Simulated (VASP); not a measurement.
**Ga2O3: single point with PBE**

Crystal: Ga2O3.

```
CELL_PARAMETERS angstrom
2.40229 1.38696 4.42751
-2.40229 1.38696 4.42751
0.00000 -2.77392 4.42751
ATOMIC_POSITIONS crystal
Ga 0.35587 0.35587 0.35587
Ga 0.14413 0.14413 0.14413
Ga 0.64413 0.64413 0.64413
Ga 0.85587 0.85587 0.85587
O 0.55317 0.94683 0.25000
O 0.25000 0.55317 0.94683
O 0.94683 0.25000 0.55317
O 0.44683 0.05317 0.75000
O 0.75000 0.44683 0.05317
O 0.05317 0.75000 0.44683
```

This cell differs from its parent crystal: strain -0.050 along x and y, -0.025 along z.

* Program: VASP 6.6.1
* Task: single point
* Functional: PBE
* Potentials or basis: VASP PAW PBE potentials, release 64 (Ga_d, O)
* Cutoff: 520 eV
* k mesh: 6 × 6 × 6
* Occupations: gaussian, width 0.05 eV
* Spin: no spin polarisation

```
Pressure               : 36.2 GPa
Largest force          : 0.211 eV/Å
Band gap on the k mesh : 3.79 eV (least direct gap 4.00 eV)
```

Forces on the atoms (eV/Å):
```
Ga   0.000  0.000 -0.211
Ga   0.000  0.000  0.211
Ga   0.000  0.000  0.211
Ga   0.000  0.000 -0.211
O   -0.034  0.000  0.000
O    0.017 -0.029  0.000
O    0.017  0.029  0.000
O    0.034  0.000  0.000
O   -0.017  0.029  0.000
O   -0.017 -0.029  0.000
```

Stress tensor (GPa, compression positive):
```
40.36  0.00  0.00
 0.00 40.36  0.00
 0.00  0.00 27.76
```

Levels at points of the mesh, in eV from the valence-band top:
```tsv
k point	band 41	band 42	band 43	band 44	band 45	band 46	band 47	band 48
(0.00, 0.00, 0.00)	-0.27	-0.27	-0.20	-0.20	3.79	7.45	7.58	9.97
(0.50, 0.00, 0.00)	-1.18	-1.18	-0.21	-0.21	7.24	7.24	7.64	7.64
(0.50, 0.50, 0.00)	-0.92	-0.78	-0.30	-0.17	7.53	7.66	8.52	8.77
(0.50, 0.50, 0.50)	-0.25	-0.25	-0.25	-0.25	6.82	6.82	8.59	8.59
```

Wall time 2.9 min on 1 thread of Intel(R) Xeon(R) Platinum 8488C (Sapphire Rapids), with other jobs on the host, peak memory 0.29 GiB.

Caveat: the cell differs from its parent crystal (strain -0.050 along x and y, -0.025 along z); the cell stands under pressure. A k mesh can miss the band edges.
